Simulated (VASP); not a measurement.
# C (C2/m) in VASP: notebook

C is run at these levels: PBEsol; tasks: single point.

Program: VASP 6.6.1. These are calculated values, not measurements. Logs are shortened: lines on timing, memory, paths and dates and some standing lists are left out, and cuts for length are marked.

### Step 1. The cell of the first run

It takes space group C2/m (No. 12, monoclinic). The conventional cell has a = 4.259 Å, b = 2.459 Å, c = 3.891 Å, α = 90.00°, β = 111.25°, γ = 90.00°. Within 1.9 Å of C (site symmetry m) lie 3 C at 1.42 Å.

### Step 2. Single point, PBEsol

File INCAR:

```
SYSTEM = C
ALGO = Normal ; EDIFF = 1E-7
ENCUT = 520 ; GGA = PS
ISIF = 2 ; ISMEAR = 0
LASPH = .True. ; LCHARG = .False.
LREAL = .False. ; LWAVE = .False.
NBANDS = 21 ; NELM = 60
PREC = Accurate ; SIGMA = 0.05
```

File KPOINTS:

```
k-points
0
Gamma
  12 12 3
  0 0 0
```

File POSCAR:

```
C
1.0
    0.0000000000      2.4588631543      0.0000000000
   -2.1294220588      1.2294315772      0.0088643343
    0.0737598975      0.0000000000     10.8794785953
C
6
Direct
    0.5000004975      0.9999990049      0.3333468199
    0.8333338309      0.3333323383      0.0000134866
    0.1666671642      0.6666656716      0.6666801532
    0.4999995025      0.0000009951      0.6666531801
    0.8333328358      0.3333343284      0.3333198468
    0.1666661691      0.6666676617      0.9999865134
```

Potentials or basis: VASP PAW PBE potentials, release 64 (C).

Command:

```console
$ cat potpaw_PBE.64/C/POTCAR > POTCAR
$ mpirun -np 1 vasp_std > vasp.out
```

OUTCAR:

```text
SYSTEM = C
   EDIFF = 1E-7
   ENCUT = 520
   GGA = PS
   ISIF = 2
   ISMEAR = 0
   LASPH = .True.
   LREAL = .False.
   NELM = 60
   PREC = Accurate

 ion  position               nearest neighbor table
   1  0.500  1.000  0.333-   5 1.42   5 1.42   5 1.42
   2  0.833  0.333  0.000-   6 1.42   6 1.42   6 1.42
   3  0.167  0.667  0.667-   4 1.42   4 1.42   4 1.42
   4  0.500  0.000  0.667-   3 1.42   3 1.42   3 1.42
   5  0.833  0.333  0.333-   1 1.42   1 1.42   1 1.42
   6  0.167  0.667  1.000-   2 1.42   2 1.42   2 1.42
[... 9 lines left out ...]
 A1 = (  -2.1294220588,   1.2294315772,   0.0088643343)
 A2 = (  -2.1294220588,  -1.2294315771,   0.0088643343)
 A3 = (   0.0737598975,   0.0000000000,  10.8794785953)

Analysis of symmetry for initial positions (statically):
=====================================================================
 Subroutine PRICEL returns following result:

  LATTYP: Found a base centered monoclinic cell.
 ALAT       =     4.2588810174
 B/A-ratio  =     0.5773495773
 C/A-ratio  =     0.9136374525
 COS(beta)  =    -0.3624030453

  Lattice vectors:

 A1 = (  -2.1294220584,  -1.2294315778,   0.0088643332)
 A2 = (  -2.1294220588,   1.2294315772,   0.0088643343)
 A3 = (   1.3950280732,   0.0000000002,  -3.6324024209)

   3 primitive cells build up your supercell.

 Routine SETGRP: Setting up the symmetry group for a
 base centered monoclinic supercell.

 Subroutine GETGRP returns: Found  4 space group operations
 (whereof  4 operations were pure point group operations)
 out of a pool of  4 trial point group operations.

The static configuration has the point symmetry C_2h.

Analysis of symmetry for dynamics (positions and initial velocities):
=====================================================================
 Subroutine PRICEL returns following result:

  LATTYP: Found a base centered monoclinic cell.
 ALAT       =     4.2588810174
 B/A-ratio  =     0.5773495773
 C/A-ratio  =     0.9136374525
 COS(beta)  =    -0.3624030453

  Lattice vectors:

 A1 = (  -2.1294220584,  -1.2294315778,   0.0088643332)
 A2 = (  -2.1294220588,   1.2294315772,   0.0088643343)
 A3 = (   1.3950280732,   0.0000000002,  -3.6324024209)

   3 primitive cells build up your supercell.

 Routine SETGRP: Setting up the symmetry group for a
 base centered monoclinic supercell.

 Subroutine GETGRP returns: Found  4 space group operations
[... 96 lines left out ...]
   ICHARG =      2    charge: 1-file 2-atom 10-const
   ISPIN  =      1    spin polarized calculation?
   LNONCOLLINEAR =      F non collinear calculations
   LSORBIT =      F    spin-orbit coupling
   LASPH  =      T    aspherical Exc in radial PAW
   ENCUT  =  520.0 eV  38.22 Ry    6.18 a.u.   4.57  4.57 20.23*2*pi/ulx,y,z
   NELM   =     60;   NELMIN=  2; NELMDL= -5     # of ELM steps
   EDIFF  = 0.1E-06   stopping-criterion for ELM
   LREAL  =      F    real-space projection
   EDIFFG = 0.1E-05   stopping-criterion for IOM
   NSW    =      0    number of steps for IOM
   IBRION =     -1    ionic relax: 0-MD 1-quasi-New 2-CG
   NFREE  =      0    steps in history (QN), initial steepest desc. (CG)
   ISIF   =      2    stress and relaxation
   ISYM   =      2    0-nonsym 1-usesym 2-fastsym
   POTIM  = 0.5000    time-step for ionic-motion
   TEBEG  =    0.0;   TEEND  =   0.0 temperature during run
   PSTRESS=    0.0 pullay stress
   NELECT =      24.0000    total number of electrons
   NUPDOWN=      -1.0000    fix difference up-down
   EMIN   =  10.00;   EMAX   =-10.00  energy-range for DOS
   EFERMI =   0.00;   METHOD = LEGACY
   ISMEAR =     0;   SIGMA  =   0.05  broadening in eV -4-tet -1-fermi 0-gaus
   EFERMI_NEDOS =   21; number of points for ismear=-14 and -15
   IALGO  =     38    algorithm
   IMIX   =      4    mixing-type and parameters
     AMIX     =   0.40;   BMIX     =  1.00
     AMIX_MAG =   1.60;   BMIX_MAG =  1.00
  volume/ion in A,a.u.               =       9.49        64.07
  Fermi-wavevector in a.u.,A,eV,Ry     =   1.227269  2.319202 20.492948  1.506189
  Thomas-Fermi vector in A             =   2.362239
   LORBIT       =      0    0 simple, 1 ext, 2 COOP (PROOUT), +10 PAW based schemes
   GGA     = PS    functional components
   LHFCALC =     F    Hartree Fock is set to
   AEXX    =    0.0000 exact exchange contribution
   IVDW    =     0    specifies the selected vdW correction
   LEPSILON=     F    determine dielectric tensor
   LRPA    =     F    only Hartree local field effects (RPA)
 non-spin polarized calculation
 Gauss-broadening in eV      SIGMA  =   0.05
  energy-cutoff  :      520.00
  volume of cell :       56.97
 maximum number of plane-waves:      1561
   NGX =  9   NGY =  9   NGZ = 41

 number of electron      23.9999992 magnetization

 Free energy of the ion-electron system (eV)
  ---------------------------------------------------
  ext. energy  EPLUGINS =         0.00000000
  ---------------------------------------------------
  free energy    TOTEN  =       -57.86351306 eV

  energy without entropy =      -57.86351306  energy(sigma->0) =      -57.86351306

 E-fermi :   3.9933     XC(G=0): -10.0118

 val. band max:        3.7875071277   @ k =  -0.3333   0.3333   0.0000
 cond. band min:       4.1986837548   @ k =  -0.3333   0.3333   0.0000
 fundamental gap:      0.4111766271
 Fermi energy:         3.9932704598

 k-point     1 :       0.0000    0.0000    0.0000
  band No.  band energies     occupation
      1     -15.6303      2.00000
      2     -15.5083      2.00000
      3     -15.5083      2.00000
      4      -4.0480      2.00000
      5      -4.0480      2.00000
      6      -3.0132      2.00000
[... 565 lines left out ...]
     20      15.0579      0.00000
     21      15.0786      0.00000

 [... further k-points ...]
[... 5 lines left out ...]
  --------------------------------------------------------------------------------------
  -------------------------------------------------------------------------------------
  Total        0.3761514      0.3746475     -0.0832910     -0.0000000      0.0000000     -0.0041229
  in kB       10.5792962     10.5370001     -2.3425667     -0.0000000      0.0000000     -0.1159566
  external PRESSURE =       6.2579099 kB  Pullay stress =       0.0000000 kB

 VOLUME and BASIS-vectors are now :
 -----------------------------------------------------------------------------
  energy-cutoff  :      520.00
  volume of cell :       56.97
      direct lattice vectors                 reciprocal lattice vectors
     0.000000000  2.458863154  0.000000000     0.234798868  0.406692011 -0.001591872
    -2.129422059  1.229431577  0.008864334    -0.469597736  0.000000000  0.003183745
     0.073759898  0.000000000 10.879478595     0.000382617  0.000000000  0.091913576

 POSITION                                       TOTAL-FORCE (eV/Angst)
 -----------------------------------------------------------------------------------
     -2.10483      2.45886      3.63550        -0.000162      0.000000      0.010035
     -0.70980      2.45886      0.00310        -0.000162      0.000000      0.010035
     -1.37044      1.22943      7.25904        -0.000162      0.000000      0.010035
      0.04917      1.22943      7.25284         0.000162     -0.000000     -0.010035
     -0.68522      2.45886      3.62930         0.000162     -0.000000     -0.010035
     -1.34586      1.22943     10.88524         0.000162     -0.000000     -0.010035
 -----------------------------------------------------------------------------------
    total drift:                               -0.000000      0.000000     -0.000000

  FREE ENERGIE OF THE ION-ELECTRON SYSTEM (eV)
  ---------------------------------------------------
  free  energy   TOTEN  =       -57.8635130633 eV

  energy  without entropy=      -57.8635130633  energy(sigma->0) =      -57.86351306
```

stdout:

```text
POSCAR found type information on POSCAR C
 POSCAR found :  1 types and       6 ions
 scaLAPACK will be used
 -----------------------------------------------------------------------------
|                                                                             |
|                                                                             |
|     You enforced a specific xc type in the INCAR file but a different       |
|     I HOPE YOU KNOW WHAT YOU ARE DOING!                                     |
|                                                                             |
 -----------------------------------------------------------------------------

 LDA part: xc-table for (Slater+PW92), standard interpolation
 POSCAR, INCAR and KPOINTS ok, starting setup
 FFT: planning ... GRIDC
 FFT: planning ... GRID_SOFT
 FFT: planning ... GRID
 WAVECAR not read
 entering main loop
```

It took 1.8 min on 1 thread of AMD EPYC 7R43 (Zen 3), shared host; peak memory 0.19 GiB.

Results:

```yaml
Free_energy: -57.8635 eV
Pressure: 0.6 GPa
Largest_force: 0.010 eV/Å
```

Forces in eV/Å, atoms in the order of the input:
```
C    0.000  0.000  0.010
C    0.000  0.000  0.010
C    0.000  0.000  0.010
C    0.000  0.000 -0.010
C    0.000  0.000 -0.010
C    0.000  0.000 -0.010
```

Caveat: this functional lacks dispersion, which binds the layers, so the pressure and a relaxed spacing across them are unreliable; the PAW data sets were made with another functional, which shifts forces and pressure a little.

### Step 3. Single point, PBEsol

This run uses another cell than the first one: it holds 10 atoms, not 6.

File INCAR:

```
SYSTEM = C
PREC = Accurate
ENCUT = 520
EDIFF = 1E-6
ISMEAR = 0
SIGMA = 0.05
LREAL = .False.
LASPH = .True.
NELM = 100
ALGO = Normal
ISIF = 2
LWAVE = .False.
LCHARG = .False.
GGA = PS
NBANDS = 31
```

File KPOINTS:

```
Automatic mesh
0
Gamma
  11 7 3
  0 0 0
```

File POSCAR:

```
C
1.0
   -2.1294220588     -1.2294315772      0.0088643343
    1.3950280734      0.0000000000     -3.6324024213
    4.9932381030     -8.6060210402      3.6058094183
C
10
Direct
    0.8333137556      0.1666290038      0.1666694635
    0.4333137556      0.3666290038      0.3666694635
    0.0333137556      0.5666290038      0.5666694635
    0.6333137556      0.7666290038      0.7666694635
    0.2333137556      0.9666290038      0.9666694635
    0.7666862444      0.0333709962      0.0333305365
    0.3666862444      0.2333709962      0.2333305365
    0.9666862444      0.4333709962      0.4333305365
    0.5666862444      0.6333709962      0.6333305365
    0.1666862444      0.8333709962      0.8333305365
```

Potentials or basis: VASP PAW PBE potentials, release 64 (C).

Command:

```console
$ cat potpaw_PBE.64/C/POTCAR > POTCAR
$ mpirun -np 1 vasp_std > vasp.out
```

Run time: 4 min. Hardware: 1 thread of AMD EPYC 7R43 (Zen 3), shared host; peak memory 0.3 GiB.

Results (log left out):

```
Free energy   : -96.4539 eV
Pressure      : 0.6 GPa
Largest force : 0.040 eV/Å
```

Forces on the atoms (eV/Å):
```
C   -0.020  0.035 -0.001
C   -0.020  0.035 -0.001
C   -0.020  0.035 -0.001
C   -0.020  0.035 -0.001
C   -0.020  0.035 -0.001
C    0.020 -0.035  0.001
C    0.020 -0.035  0.001
C    0.020 -0.035  0.001
C    0.020 -0.035  0.001
C    0.020 -0.035  0.001
```

Stress tensor (GPa, compression positive):
```
 1.12  0.30 -0.01
 0.30  0.79  0.00
-0.01  0.00  0.00
```

Caveat: this functional lacks dispersion, which binds the layers, so the pressure and a relaxed spacing across them are unreliable; the PAW data sets were made with another functional, which shifts forces and pressure a little.
